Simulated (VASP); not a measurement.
# CuF (P6_3mc) in VASP: settings compared

The runs below take CuF through single point, with PBE, r2SCAN.

All numbers are computed with VASP 6.6.1; they aren't measurements. Logs are shortened: lines on timing, memory, paths and dates and some standing lists are left out, and cuts for length are marked.

### Step 1. The cell of the first run

It takes space group P6_3mc (No. 186, hexagonal). The conventional cell has a = 2.790 Å, b = 2.790 Å, c = 6.721 Å, α = 90.00°, β = 90.00°, γ = 120.00°. Cu (site symmetry 3m) has 4 F at 1.90 to 2.17 Å within 2.5 Å. Within 2.5 Å of F (site symmetry 3m) lie 4 Cu at 1.90 to 2.17 Å.

### Step 2. Single point, PBE

Contents of INCAR:

```
SYSTEM = CuF
ALGO     = Normal         ! electronic algorithm
EDIFF    = 1E-6           ! SCF threshold, eV
ENCUT    = 520            ! plane-wave cutoff, eV
GGA      = PE             ! functional
ISIF     = 2              ! what is computed and relaxed
ISMEAR   = -1             ! smearing method
LASPH    = .True.         ! aspherical terms in the spheres
LCHARG   = .False.        ! write CHGCAR
LREAL    = .False.        ! projectors in reciprocal space
LWAVE    = .False.        ! write WAVECAR
NBANDS   = 26             ! bands
NELM     = 80             ! most SCF steps
PREC     = Accurate       ! precision mode
SIGMA    = 0.02           ! smearing width, eV
```

Contents of KPOINTS:

```
k-points
0
Gamma
  12 12 4
  0 0 0
```

Contents of POSCAR:

```
CuF
1.0
    2.7897758246      0.0000000000      0.0000000000
   -1.3948879123      2.4160167350      0.0000000000
    0.0000000000      0.0000000000      6.7211225818
Cu F
2 2
Direct
    0.3333333333      0.6666666667      0.0459865600
    0.6666666667      0.3333333333      0.5459865600
    0.3333333333      0.6666666667      0.3290134400
    0.6666666667      0.3333333333      0.8290134400
```

Potentials or basis: VASP PAW PBE potentials, release 64 (Cu, F).

Launch:

```
cat potpaw_PBE.64/Cu/POTCAR potpaw_PBE.64/F/POTCAR > POTCAR
mpirun -np 1 vasp_std > vasp.out
```

OUTCAR:

```text
SYSTEM = CuF
   EDIFF = 1E-6
   ENCUT = 520
   GGA = PE
   ISIF = 2
   ISMEAR = -1
   LASPH = .True.
   LREAL = .False.
   NELM = 80
   PREC = Accurate

 ion  position               nearest neighbor table
   1  0.333  0.667  0.046-   3 1.90   4 2.17   4 2.17   4 2.17
   2  0.667  0.333  0.546-   4 1.90   3 2.17   3 2.17   3 2.17
   3  0.333  0.667  0.329-   1 1.90   2 2.17   2 2.17   2 2.17
   4  0.667  0.333  0.829-   2 1.90   1 2.17   1 2.17   1 2.17

  LATTYP: Found a hexagonal cell.
 ALAT       =     2.7897758246
 C/A-ratio  =     2.4091980877

  Lattice vectors:

 A1 = (   2.7897758246,   0.0000000000,   0.0000000000)
 A2 = (  -1.3948879123,   2.4160167350,   0.0000000000)
 A3 = (   0.0000000000,   0.0000000000,   6.7211225818)

Analysis of symmetry for initial positions (statically):
=====================================================================
 Subroutine PRICEL returns:
 Original cell was already a primitive cell.

 Routine SETGRP: Setting up the symmetry group for a
 hexagonal supercell.

 Subroutine GETGRP returns: Found 12 space group operations
 (whereof  6 operations were pure point group operations)
 out of a pool of 24 trial point group operations.

The static configuration has the point symmetry C_3v.
 The point group associated with its full space group is C_6v.

Analysis of symmetry for dynamics (positions and initial velocities):
=====================================================================
 Subroutine PRICEL returns:
 Original cell was already a primitive cell.

 Routine SETGRP: Setting up the symmetry group for a
 hexagonal supercell.

 Subroutine GETGRP returns: Found 12 space group operations
 (whereof  6 operations were pure point group operations)
 out of a pool of 24 trial point group operations.

The dynamic configuration has the point symmetry C_3v.
 The point group associated with its full space group is C_6v.

 Subroutine INISYM returns: Found 12 space group operations
 (whereof  6 operations are pure point group operations),
 and found     1 'primitive' translations

----------------------------------------------------------------------------------------

                                     Primitive cell

  volume of cell :      45.3013

  direct lattice vectors                    reciprocal lattice vectors
     2.789775825  0.000000000  0.000000000     0.358451741  0.206952209  0.000000000
    -1.394887912  2.416016735  0.000000000     0.000000000  0.413904418  0.000000000
     0.000000000  0.000000000  6.721122582     0.000000000  0.000000000  0.148784669

  length of vectors
     2.789775825  2.789775825  6.721122582     0.413904418  0.413904418  0.148784669

  position of ions in fractional coordinates (direct lattice)
     0.333333333  0.666666667  0.045986560
     0.666666667  0.333333333  0.545986560
     0.333333333  0.666666667  0.329013440
     0.666666667  0.333333333  0.829013440

  ion indices of the primitive-cell ions
   primitive index   ion index
                 1           1
                 2           2
                 3           3
                 4           4

----------------------------------------------------------------------------------------

 KPOINTS: k-points

Automatic generation of k-mesh.
 Grid dimensions read from file:
 generate k-points for:   12   12    4

 Generating k-lattice:

  Cartesian coordinates                     Fractional coordinates (reciprocal lattice)
     0.029870978  0.017246017  0.000000000     0.083333333  0.000000000  0.000000000
     0.000000000  0.034492035  0.000000000     0.000000000  0.083333333  0.000000000
     0.000000000  0.000000000  0.037196167     0.000000000  0.000000000  0.250000000

  Length of vectors
     0.034492035  0.034492035  0.037196167

  Shift w.r.t. Gamma in fractional coordinates (k-lattice)
     0.000000000  0.000000000  0.000000000

 Subroutine IBZKPT returns following result:
 ===========================================

 Found     57 irreducible k-points:

 Following reciprocal coordinates:
            Coordinates               Weight
  0.000000  0.000000  0.000000      1.000000
  0.083333  0.000000  0.000000      6.000000
  0.166667  0.000000  0.000000      6.000000
  0.250000  0.000000  0.000000      6.000000
  0.333333  0.000000  0.000000      6.000000
  0.416667  0.000000  0.000000      6.000000
[... 16 lines left out ...]
  0.250000  0.000000  0.250000     12.000000
  0.333333  0.000000  0.250000     12.000000
 [... further k-points ...]
   k-points           NKPTS =     57   k-points in BZ     NKDIM =     57   number of bands    NBANDS=     26
   number of dos      NEDOS =    301   number of ions     NIONS =      4
   total plane-waves  NPLWV =  28800
   dimension x,y,z NGX =    24 NGY =   24 NGZ =   50
   dimension x,y,z NGXF=    48 NGYF=   48 NGZF=  100
   ions per type =               2   2
   NGX,Y,Z   is equivalent  to a cutoff of  14.30, 14.30, 12.37 a.u.
   NGXF,Y,Z  is equivalent  to a cutoff of  28.60, 28.60, 24.73 a.u.
 SYSTEM =  CuF
   PREC   = accura    normal or accurate (medium, high low for compatibility)
   ISTART =      0    job   : 0-new  1-cont  2-samecut
   ICHARG =      2    charge: 1-file 2-atom 10-const
   ISPIN  =      1    spin polarized calculation?
   LNONCOLLINEAR =      F non collinear calculations
   LSORBIT =      F    spin-orbit coupling
   LASPH  =      T    aspherical Exc in radial PAW
   ENCUT  =  520.0 eV  38.22 Ry    6.18 a.u.   5.19  5.19 12.50*2*pi/ulx,y,z
   NELM   =     80;   NELMIN=  2; NELMDL= -5     # of ELM steps
   EDIFF  = 0.1E-05   stopping-criterion for ELM
   LREAL  =      F    real-space projection
   EDIFFG = 0.1E-04   stopping-criterion for IOM
   NSW    =      0    number of steps for IOM
   IBRION =     -1    ionic relax: 0-MD 1-quasi-New 2-CG
   NFREE  =      0    steps in history (QN), initial steepest desc. (CG)
   ISIF   =      2    stress and relaxation
   ISYM   =      2    0-nonsym 1-usesym 2-fastsym
   POTIM  = 0.5000    time-step for ionic-motion
   TEBEG  =    0.0;   TEEND  =   0.0 temperature during run
   PSTRESS=    0.0 pullay stress
   NELECT =      36.0000    total number of electrons
   NUPDOWN=      -1.0000    fix difference up-down
   EMIN   =  10.00;   EMAX   =-10.00  energy-range for DOS
   EFERMI =   0.00;   METHOD = LEGACY
   ISMEAR =    -1;   SIGMA  =   0.02  broadening in eV -4-tet -1-fermi 0-gaus
   EFERMI_NEDOS =   21; number of points for ismear=-14 and -15
   IALGO  =     38    algorithm
   IMIX   =      4    mixing-type and parameters
     AMIX     =   0.40;   BMIX     =  1.00
     AMIX_MAG =   1.60;   BMIX_MAG =  1.00
  volume/ion in A,a.u.               =      11.33        76.43
  Fermi-wavevector in a.u.,A,eV,Ry     =   1.516370  2.865525 31.284955  2.299379
  Thomas-Fermi vector in A             =   2.625769
   LORBIT       =      0    0 simple, 1 ext, 2 COOP (PROOUT), +10 PAW based schemes
   GGA     = PE    functional components
   LHFCALC =     F    Hartree Fock is set to
   AEXX    =    0.0000 exact exchange contribution
   IVDW    =     0    specifies the selected vdW correction
   LEPSILON=     F    determine dielectric tensor
   LRPA    =     F    only Hartree local field effects (RPA)
 non-spin polarized calculation
  energy-cutoff  :      520.00
  volume of cell :       45.30
 maximum number of plane-waves:      1237
 NGX is ok and might be reduce to    24
   NGX = 11   NGY = 11   NGZ = 25

 number of electron      35.9999974 magnetization

 Free energy of the ion-electron system (eV)
  ---------------------------------------------------
  ext. energy  EPLUGINS =         0.00000000
  ---------------------------------------------------
  free energy    TOTEN  =       -14.66676687 eV

  energy without entropy =      -14.66665616  energy(sigma->0) =      -14.66671152

 E-fermi :   4.0486     XC(G=0): -11.1697

 val. band max:        3.9492016937   @ k =   0.4167   0.0000   0.0000
 cond. band min:       4.0815518654   @ k =   0.0000   0.0000   0.0000
 fundamental gap:      0.1323501718
 Fermi energy:         4.0486056755

 k-point     1 :       0.0000    0.0000    0.0000
  band No.  band energies     occupation
      1     -20.1962      2.00000
      2     -20.0526      2.00000
      3      -4.1451      2.00000
      4      -2.7030      2.00000
      5      -0.3566      2.00000
      6      -0.3566      2.00000
[... 18 lines left out ...]
     25      23.7400      0.00000
     26      24.3534      0.00000

 k-point     2 :       0.0833    0.0000    0.0000
  band No.  band energies     occupation
      1     -20.1625      2.00000
      2     -20.0237      2.00000
      3      -4.0518      2.00000
      4      -2.6744      2.00000
      5      -0.6608      2.00000
      6      -0.3909      2.00000
[... 18 lines left out ...]
     25      22.9290      0.00000
     26      23.1596      0.00000

 k-point     3 :       0.1667    0.0000    0.0000
  band No.  band energies     occupation
      1     -20.0697      2.00000
      2     -19.9455      2.00000
      3      -3.7946      2.00000
      4      -2.6003      2.00000
      5      -1.2480      2.00000
      6      -0.8167      2.00000
[... 18 lines left out ...]
     25      20.3150      0.00000
     26      21.9821      0.00000

 k-point     4 :       0.2500    0.0000    0.0000
  band No.  band energies     occupation
      1     -19.9392      2.00000
      2     -19.8365      2.00000
      3      -3.4409      2.00000
      4      -2.5154      2.00000
      5      -1.8464      2.00000
      6      -1.4616      2.00000
[... 18 lines left out ...]
     25      19.0984      0.00000
     26      20.3998      0.00000
[... 496 lines left out ...]
      1     -20.0516      2.00000
      2     -19.9637      2.00000
      3      -3.6562      2.00000
      4      -2.8353      2.00000
      5      -1.1369      2.00000
      6      -0.8526      2.00000
[... 18 lines left out ...]
     25      20.2327      0.00000
     26      22.3494      0.00000

 k-point    23 :       0.2500    0.0000    0.2500
  band No.  band energies     occupation
      1     -19.9244      2.00000
      2     -19.8517      2.00000
      3      -3.3385      2.00000
      4      -2.7155      2.00000
      5      -1.7277      2.00000
      6      -1.4854      2.00000
[... 18 lines left out ...]
     25      20.3469      0.00000
     26      20.8593      0.00000

 k-point    24 :       0.3333    0.0000    0.2500
  band No.  band energies     occupation
      1     -19.7925      2.00000
      2     -19.7376      2.00000
      3      -3.0394      2.00000
      4      -2.6686      2.00000
      5      -2.1763      2.00000
      6      -2.0413      2.00000
[... 18 lines left out ...]
     25      19.4331      0.00000
     26      19.7406      0.00000

 [... further k-points ...]

------------------------ aborting loop because EDIFF is reached ----------------------------------------

  FORCE on cell =-STRESS in cart. coord.  units (eV):
  Direction    XX          YY          ZZ          XY          YZ          ZX
  --------------------------------------------------------------------------------------
  -------------------------------------------------------------------------------------
  Total        1.2372389      1.2372389      2.5513950      0.0000000      0.0000000      0.0000000
  in kB       43.7575602     43.7575602     90.2354559      0.0000000      0.0000000      0.0000000
  external PRESSURE =      59.2501921 kB  Pullay stress =       0.0000000 kB

 VOLUME and BASIS-vectors are now :
 -----------------------------------------------------------------------------
  energy-cutoff  :      520.00
  volume of cell :       45.30
      direct lattice vectors                 reciprocal lattice vectors
     2.789775825  0.000000000  0.000000000     0.358451741  0.206952209  0.000000000
    -1.394887912  2.416016735  0.000000000     0.000000000  0.413904418  0.000000000
     0.000000000  0.000000000  6.721122582     0.000000000  0.000000000  0.148784669

 POSITION                                       TOTAL-FORCE (eV/Angst)
 -----------------------------------------------------------------------------------
     -0.00000      1.61068      0.30908        -0.000000     -0.000000     -0.032565
      1.39489      0.80534      3.66964         0.000000      0.000000     -0.032565
     -0.00000      1.61068      2.21134        -0.000000     -0.000000      0.032565
      1.39489      0.80534      5.57190         0.000000      0.000000      0.032565
 -----------------------------------------------------------------------------------
    total drift:                                0.000000      0.000001      0.000494

  FREE ENERGIE OF THE ION-ELECTRON SYSTEM (eV)
  ---------------------------------------------------
  free  energy   TOTEN  =       -14.6667668725 eV

  energy  without entropy=      -14.6666561599  energy(sigma->0) =      -14.66671152
```

Run time: 30 s. Hardware: 1 thread of Intel Xeon 6975P-C (Granite Rapids), shared host; peak memory 0.2 GiB.

Results:

```yaml
Free_energy: -14.6668 eV
Pressure: 5.9 GPa
Largest_force: 0.033 eV/Å
Band_gap_on_the_k_mesh: 0.13 eV, indirect (least direct gap 0.47 eV)
```

Forces on the atoms (eV/Å):
```
Cu   0.000  0.000 -0.033
Cu   0.000  0.000 -0.033
F    0.000  0.000  0.033
F    0.000  0.000  0.033
```

### Step 3. Single point, r2SCAN

POSCAR is that of step 2.

Contents of INCAR.step1:

```
SYSTEM = CuF
PREC = Accurate
ENCUT = 520
ISMEAR = -1
SIGMA = 0.02
LREAL = .FALSE.
LASPH = .TRUE.
NELM = 60
NBANDS = 26
GGA = PE
ALGO = Normal
EDIFF = 1E-4
LWAVE = .TRUE.
LCHARG = .FALSE.
```

Contents of INCAR.step2:

```
SYSTEM = CuF
PREC = Accurate
ENCUT = 520
EDIFF = 1E-7
ISMEAR = -1
SIGMA = 0.02
LREAL = .FALSE.
LASPH = .TRUE.
NELM = 60
ALGO = Normal
ISIF = 2
LWAVE = .FALSE.
LCHARG = .TRUE.
METAGGA = R2SCAN
LMIXTAU = .TRUE.
LELF = .TRUE.
LVHAR = .TRUE.
NBANDS = 26
ISTART = 1
```

Contents of KPOINTS:

```
Automatic mesh
0
G
  9 9 4
  0 0 0
```

Potentials or basis: VASP PAW PBE potentials, release 64 (Cu, F).

Launch:

```
cat potpaw_PBE.64/Cu/POTCAR potpaw_PBE.64/F/POTCAR > POTCAR
cp INCAR.step1 INCAR
mpirun -np 1 vasp_std > vasp.out
cp INCAR.step2 INCAR
mpirun -np 1 vasp_std > vasp.out
```

It took 1.8 min on 1 thread of Intel Xeon 6975P-C (Granite Rapids), shared host; peak memory 0.19 GiB.

It converged, with:

| Item | Value |
| --- | --- |
| Free energy | -32.2036 eV |
| Pressure | 0.4 GPa |
| Largest force | 0.045 eV/Å |
| Band gap on the k mesh | 0.37 eV, indirect (least direct gap 0.78 eV) |

Forces on the atoms (eV/Å):
```
Cu   0.000  0.000 -0.045
Cu   0.000  0.000 -0.045
F    0.000  0.000  0.045
F    0.000  0.000  0.045
```

Stress tensor (GPa, compression positive):
```
-0.01  0.00  0.00
 0.00 -0.01  0.00
 0.00  0.00  1.21
```

Levels at points of the mesh, in eV from the valence-band top:
```tsv
k point	band 16	band 17	band 18	band 19	band 20	band 21
(0.00, 0.00, 0.00)	-0.93	-0.41	-0.41	0.37	3.57	6.39
(0.00, 0.00, 0.50)	-0.65	-0.65	-0.65	1.50	1.50	9.13
```

Caveat: the PAW data sets were made with another functional, which shifts forces and pressure a little. A k mesh can miss the band edges.

[end of part 1 of 2]
